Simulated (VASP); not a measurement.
# LaP (Fm-3m) in VASP: notebook

Runs on LaP. Level: LDA. Tasks: single point, relaxation of the atoms.

Everything below comes from runs of VASP 6.6.1. Logs are shortened: lines on timing, memory, paths and dates and some standing lists are left out, and cuts for length are marked.

### Step 1. The cell of the first run

The structure is cubic, space group Fm-3m (No. 225). Conventional cell: a = 4.470 Å, b = 4.470 Å, c = 4.470 Å, α = 90.00°, β = 90.00°, γ = 90.00°. Within 3.0 Å of La (site symmetry m-3m) lie 6 P at 2.23 Å. Within 3.0 Å of P (site symmetry m-3m) lie 6 La at 2.23 Å.

### Step 2. Single point, LDA

INCAR reads:

```
SYSTEM = LaP
PREC     = Accurate       ! precision mode
ENCUT    = 520            ! plane-wave cutoff, eV
EDIFF    = 1E-7           ! SCF threshold, eV
ISMEAR   = -1             ! smearing method
SIGMA    = 0.05           ! smearing width, eV
LREAL    = .FALSE.        ! projectors in reciprocal space
LASPH    = .TRUE.         ! aspherical terms in the spheres
NELM     = 100            ! most SCF steps
ALGO     = Normal         ! electronic algorithm
ISIF     = 2              ! what is computed and relaxed
LWAVE    = .FALSE.        ! write WAVECAR
LCHARG   = .FALSE.        ! write CHGCAR
NBANDS   = 15             ! bands
ISYM     = 0
```

KPOINTS reads:

```
Automatic mesh
0
Gamma
  10 10 10
  0.5 0.5 0.5
```

POSCAR reads:

```
LaP
1.0
    0.0000000000      2.2349179553      2.2349179553
    2.2349179553      0.0000000000      2.2349179553
    2.2349179553      2.2349179553      0.0000000000
La P
1 1
Direct
    0.0000000000      0.0000000000      0.0000000000
    0.5000000000      0.5000000000      0.5000000000
```

Potentials or basis: VASP PAW LDA potentials, release 64 (La, P).

Started as:

```sh
> cat potpaw_LDA.64/La/POTCAR potpaw_LDA.64/P/POTCAR > POTCAR
> mpirun -np 1 vasp_std > vasp.out
```

OUTCAR:

```text
SYSTEM = LaP
   PREC = Accurate
   ENCUT = 520
   EDIFF = 1E-7
   ISMEAR = -1
   LREAL = .FALSE.
   LASPH = .TRUE.
   NELM = 100
   ISIF = 2
   ISYM = 0

 ion  position               nearest neighbor table
   1  0.000  0.000  0.000-   2 2.23   2 2.23   2 2.23   2 2.23   2 2.23   2 2.23
   2  0.500  0.500  0.500-   1 2.23   1 2.23   1 2.23   1 2.23   1 2.23   1 2.23

IMPORTANT INFORMATION: All symmetrisations will be switched off!
NOSYMM: (Re-)initialisation of all symmetry stuff for point group C_1.

----------------------------------------------------------------------------------------

                                     Primitive cell

  volume of cell :      22.3262

  direct lattice vectors                    reciprocal lattice vectors
     0.000000000  2.234917955  2.234917955    -0.223721859  0.223721859  0.223721859
     2.234917955  0.000000000  2.234917955     0.223721859 -0.223721859  0.223721859
     2.234917955  2.234917955  0.000000000     0.223721859  0.223721859 -0.223721859

  length of vectors
     3.160651283  3.160651283  3.160651283     0.387497627  0.387497627  0.387497627

  position of ions in fractional coordinates (direct lattice)
     0.000000000  0.000000000  0.000000000
     0.500000000  0.500000000  0.500000000

  ion indices of the primitive-cell ions
   primitive index   ion index
                 1           1
                 2           2

----------------------------------------------------------------------------------------

 KPOINTS: Automatic mesh

Automatic generation of k-mesh.
 Grid dimensions read from file:
 generate k-points for:   10   10   10

 Generating k-lattice:

  Cartesian coordinates                     Fractional coordinates (reciprocal lattice)
    -0.022372186  0.022372186  0.022372186     0.100000000  0.000000000  0.000000000
     0.022372186 -0.022372186  0.022372186     0.000000000  0.100000000  0.000000000
     0.022372186  0.022372186 -0.022372186     0.000000000  0.000000000  0.100000000

  Length of vectors
     0.038749763  0.038749763  0.038749763

  Shift w.r.t. Gamma in fractional coordinates (k-lattice)
     0.500000000  0.500000000  0.500000000

 Subroutine IBZKPT returns following result:
 ===========================================

 Found   2000 irreducible k-points:

 Following reciprocal coordinates:
            Coordinates               Weight
  0.050000  0.050000  0.050000      2.000000
  0.050000  0.000000  0.000000      2.000000
  0.000000  0.000000 -0.050000      2.000000
  0.000000  0.050000  0.000000      2.000000
  0.150000  0.050000  0.050000      2.000000
  0.050000  0.150000  0.050000      2.000000
[... 16 lines left out ...]
  0.000000  0.200000 -0.050000      2.000000
  0.200000  0.000000 -0.050000      2.000000
 [... further k-points ...]
   k-points           NKPTS =   2000   k-points in BZ     NKDIM =   2000   number of bands    NBANDS=     15
   number of dos      NEDOS =    301   number of ions     NIONS =      2
   total plane-waves  NPLWV =  13824
   dimension x,y,z NGX =    24 NGY =   24 NGZ =   24
   dimension x,y,z NGXF=    48 NGYF=   48 NGZF=   48
   ions per type =               1   1
   NGX,Y,Z   is equivalent  to a cutoff of  12.62, 12.62, 12.62 a.u.
   NGXF,Y,Z  is equivalent  to a cutoff of  25.25, 25.25, 25.25 a.u.
 SYSTEM =  LaP
   PREC   = accura    normal or accurate (medium, high low for compatibility)
   ISTART =      0    job   : 0-new  1-cont  2-samecut
   ICHARG =      2    charge: 1-file 2-atom 10-const
   ISPIN  =      1    spin polarized calculation?
   LNONCOLLINEAR =      F non collinear calculations
   LSORBIT =      F    spin-orbit coupling
   LASPH  =      T    aspherical Exc in radial PAW
   ENCUT  =  520.0 eV  38.22 Ry    6.18 a.u.   5.88  5.88  5.88*2*pi/ulx,y,z
   NELM   =    100;   NELMIN=  2; NELMDL= -5     # of ELM steps
   EDIFF  = 0.1E-06   stopping-criterion for ELM
   LREAL  =      F    real-space projection
   EDIFFG = 0.1E-05   stopping-criterion for IOM
   NSW    =      0    number of steps for IOM
   IBRION =     -1    ionic relax: 0-MD 1-quasi-New 2-CG
   NFREE  =      0    steps in history (QN), initial steepest desc. (CG)
   ISIF   =      2    stress and relaxation
   ISYM   =      0    0-nonsym 1-usesym 2-fastsym
   POTIM  = 0.5000    time-step for ionic-motion
   TEBEG  =    0.0;   TEEND  =   0.0 temperature during run
   PSTRESS=    0.0 pullay stress
   NELECT =      16.0000    total number of electrons
   NUPDOWN=      -1.0000    fix difference up-down
   EMIN   =  10.00;   EMAX   =-10.00  energy-range for DOS
   EFERMI =   0.00;   METHOD = LEGACY
   ISMEAR =    -1;   SIGMA  =   0.05  broadening in eV -4-tet -1-fermi 0-gaus
   EFERMI_NEDOS =   21; number of points for ismear=-14 and -15
   IALGO  =     38    algorithm
   IMIX   =      4    mixing-type and parameters
     AMIX     =   0.40;   BMIX     =  1.00
     AMIX_MAG =   1.60;   BMIX_MAG =  1.00
  volume/ion in A,a.u.               =      11.16        75.33
  Fermi-wavevector in a.u.,A,eV,Ry     =   1.465019  2.768484 29.201919  2.146281
  Thomas-Fermi vector in A             =   2.580926
   LORBIT       =      0    0 simple, 1 ext, 2 COOP (PROOUT), +10 PAW based schemes
   GGA     = CA    functional components
   LHFCALC =     F    Hartree Fock is set to
   AEXX    =    0.0000 exact exchange contribution
   IVDW    =     0    specifies the selected vdW correction
   LEPSILON=     F    determine dielectric tensor
   LRPA    =     F    only Hartree local field effects (RPA)
 non-spin polarized calculation
  energy-cutoff  :      520.00
  volume of cell :       22.33
 maximum number of plane-waves:       612
   NGX = 11   NGY = 11   NGZ = 11

 number of electron      16.0000001 magnetization

 Free energy of the ion-electron system (eV)
  ---------------------------------------------------
  ext. energy  EPLUGINS =         0.00000000
  ---------------------------------------------------
  free energy    TOTEN  =        -1.23536225 eV

  energy without entropy =       -1.22339930  energy(sigma->0) =       -1.22938077

 E-fermi :  20.2295     XC(G=0): -14.1924

 val. band max:       20.1873346311   @ k =  -0.3000   0.3500   0.4000
 cond. band min:      20.2439379527   @ k =   0.3500   0.2500  -0.3500
 fundamental gap:      0.0566033216
 Fermi energy:        20.2294888410

 k-point     1 :       0.0500    0.0500    0.0500
  band No.  band energies     occupation
      1     -13.1996      2.00000
      2       5.5797      2.00000
      3       5.8968      2.00000
      4       5.8968      2.00000
      5      11.5897      2.00000
      6      18.5314      2.00000
      7      18.6164      2.00000
      8      18.6164      2.00000
      9      18.9451      2.00000
     10      18.9451      2.00000
     11      19.1146      2.00000
     12      21.7378      0.00000
     13      21.7378      0.00000
     14      21.9255      0.00000
     15      25.9512      0.00000

 k-point     2 :       0.0500    0.0000    0.0000
  band No.  band energies     occupation
      1     -13.1996      2.00000
      2       5.5797      2.00000
      3       5.8968      2.00000
      4       5.8968      2.00000
      5      11.5897      2.00000
      6      18.5314      2.00000
      7      18.6164      2.00000
      8      18.6164      2.00000
      9      18.9451      2.00000
     10      18.9451      2.00000
     11      19.1146      2.00000
     12      21.7378      0.00000
     13      21.7378      0.00000
     14      21.9255      0.00000
     15      25.9512      0.00000

 k-point     3 :       0.0000    0.0000   -0.0500
  band No.  band energies     occupation
      1     -13.1996      2.00000
      2       5.5797      2.00000
      3       5.8968      2.00000
      4       5.8968      2.00000
      5      11.5897      2.00000
      6      18.5314      2.00000
      7      18.6164      2.00000
      8      18.6164      2.00000
      9      18.9451      2.00000
     10      18.9451      2.00000
     11      19.1146      2.00000
     12      21.7378      0.00000
     13      21.7378      0.00000
     14      21.9255      0.00000
     15      25.9514      0.00000

 k-point     4 :       0.0000    0.0500    0.0000
  band No.  band energies     occupation
      1     -13.1996      2.00000
      2       5.5797      2.00000
      3       5.8968      2.00000
      4       5.8968      2.00000
      5      11.5897      2.00000
      6      18.5314      2.00000
      7      18.6164      2.00000
      8      18.6164      2.00000
      9      18.9451      2.00000
     10      18.9451      2.00000
     11      19.1146      2.00000
     12      21.7378      0.00000
     13      21.7378      0.00000
     14      21.9255      0.00000
     15      25.9514      0.00000
[... 307 lines left out ...]
 k-point    22 :       0.0500   -0.2000    0.0000
  band No.  band energies     occupation
      1     -12.6027      2.00000
      2       2.2297      2.00000
      3       5.3164      2.00000
      4       5.8338      2.00000
      5      13.7929      2.00000
      6      15.8793      2.00000
      7      16.2003      2.00000
      8      17.7401      2.00000
      9      19.4584      2.00000
     10      19.9219      1.99575
     11      21.0447      0.00000
     12      23.6850      0.00000
     13      24.2284      0.00000
     14      24.3146      0.00000
     15      25.9676      0.00000

 k-point    23 :       0.0000    0.2000   -0.0500
  band No.  band energies     occupation
      1     -12.6027      2.00000
      2       2.2297      2.00000
      3       5.3164      2.00000
      4       5.8338      2.00000
      5      13.7929      2.00000
      6      15.8793      2.00000
      7      16.2003      2.00000
      8      17.7401      2.00000
      9      19.4584      2.00000
     10      19.9219      1.99575
     11      21.0447      0.00000
     12      23.6850      0.00000
     13      24.2284      0.00000
     14      24.3146      0.00000
     15      25.9676      0.00000

 k-point    24 :       0.2000    0.0000   -0.0500
  band No.  band energies     occupation
      1     -12.6027      2.00000
      2       2.2297      2.00000
      3       5.3164      2.00000
      4       5.8338      2.00000
      5      13.7929      2.00000
      6      15.8793      2.00000
      7      16.2003      2.00000
      8      17.7401      2.00000
      9      19.4584      2.00000
     10      19.9219      1.99575
     11      21.0447      0.00000
     12      23.6850      0.00000
     13      24.2284      0.00000
     14      24.3146      0.00000
     15      25.9676      0.00000

 [... further k-points ...]
[... 5 lines left out ...]
  --------------------------------------------------------------------------------------
  -------------------------------------------------------------------------------------
  Total       34.0121881     34.0121889     34.0121892     -0.0000007     -0.0000008     -0.0000018
  in kB     2440.7899455   2440.7899966   2440.7900240     -0.0000525     -0.0000591     -0.0001289
  external PRESSURE =    2440.7899887 kB  Pullay stress =       0.0000000 kB

 VOLUME and BASIS-vectors are now :
 -----------------------------------------------------------------------------
  energy-cutoff  :      520.00
  volume of cell :       22.33
      direct lattice vectors                 reciprocal lattice vectors
     0.000000000  2.234917955  2.234917955    -0.223721859  0.223721859  0.223721859
     2.234917955  0.000000000  2.234917955     0.223721859 -0.223721859  0.223721859
     2.234917955  2.234917955  0.000000000     0.223721859  0.223721859 -0.223721859

 POSITION                                       TOTAL-FORCE (eV/Angst)
 -----------------------------------------------------------------------------------
      0.00000      0.00000      0.00000        -0.000000     -0.000000      0.000000
      2.23492      2.23492      2.23492         0.000000      0.000000     -0.000000
 -----------------------------------------------------------------------------------
    total drift:                               -0.000000     -0.000001     -0.000000

  FREE ENERGIE OF THE ION-ELECTRON SYSTEM (eV)
  ---------------------------------------------------
  free  energy   TOTEN  =        -1.2353622472 eV

  energy  without entropy=       -1.2233992963  energy(sigma->0) =       -1.22938077
```

It took 27 min on 1 thread of Intel Xeon 8259CL, shared host; peak memory 0.82 GiB.

What came out:

```
Free energy            : -1.2354 eV
Pressure               : 244.1 GPa
Band gap on the k mesh : zero (bands 8 and 9 overlap by 3.08 eV)
```

Levels at points of the mesh, in eV from the Fermi level:
| k point | band 4 | band 5 | band 6 | band 7 | band 8 | band 9 | band 10 | band 11 | band 12 | band 13 |
| --- | --- | --- | --- | --- | --- | --- | --- | --- | --- | --- |
| (0.05, 0.05, 0.05) | -14.33 | -8.64 | -1.70 | -1.61 | -1.61 | -1.28 | -1.28 | -1.11 | 1.51 | 1.51 |

Caveat: the cell stands under pressure; spin-orbit coupling is left out, which moves the levels of the heavy elements.

(Part 1 of 2 ends here.)

The gap in the log of VASP goes by the Fermi energy; the results here count the filled bands.